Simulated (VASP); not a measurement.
Crystal: Mg.

```
CELL_PARAMETERS angstrom
0.00000 2.94686 2.94686
2.94686 0.00000 2.94686
2.94686 2.94686 0.00000
ATOMIC_POSITIONS crystal
Mg 0.50000 0.50000 0.50000
Mg 0.75000 0.75000 0.75000
```

This isn't the form of Mg at room conditions, which is hcp.

| Quantity | Value |
| --- | --- |
| Program | VASP 6.6.1 |
| Task | relaxation of cell and atoms |
| Functional | r2SCAN |
| Potentials or basis | VASP PAW PBE potentials, release 64 (Mg) |
| Cutoff | 600 eV |
| k mesh | 6 × 6 × 6 |
| Occupations | gaussian, width 0.1 eV |
| Spin | no spin polarisation |

At the start: pressure 12.3 GPa; volume 25.59 Å³/atom.

How do energy, volume and symmetry change on relaxing?

Over 5 steps the energy falls by 405.5 meV/atom and the volume is 41.05 Å³/atom (+60.4 %); space group Fd-3m (No. 227, to 0.1 Å) before and after.

The path:
| step | energy change (eV) | largest force (eV/Å) | pressure (GPa) | volume (Å³) |
| --- | --- | --- | --- | --- |
| 1 | 0.0000 | 0.0000 | 12.26 | 51.18 |
| 2 | -0.6912 | 0.0000 | 3.13 | 67.10 |
| 3 | -0.7963 | 0.0000 | 0.85 | 76.23 |
| 4 | -0.8101 | 0.0000 | 0.20 | 80.54 |
| 5 | -0.8109 | 0.0000 | -0.01 | 82.10 |

Final structure:
```
Mg
1.0
     0.00000    3.44964    3.44964
     3.44964    0.00000    3.44964
     3.44964    3.44964    0.00000
Mg
2
Direct
  0.50000 0.50000 0.50000
  0.75000 0.75000 0.75000
```

Caveat: the volume moved by over 15 % at a fixed basis, so the end points are rough; the PAW data sets were made with another functional, which shifts forces and pressure a little.
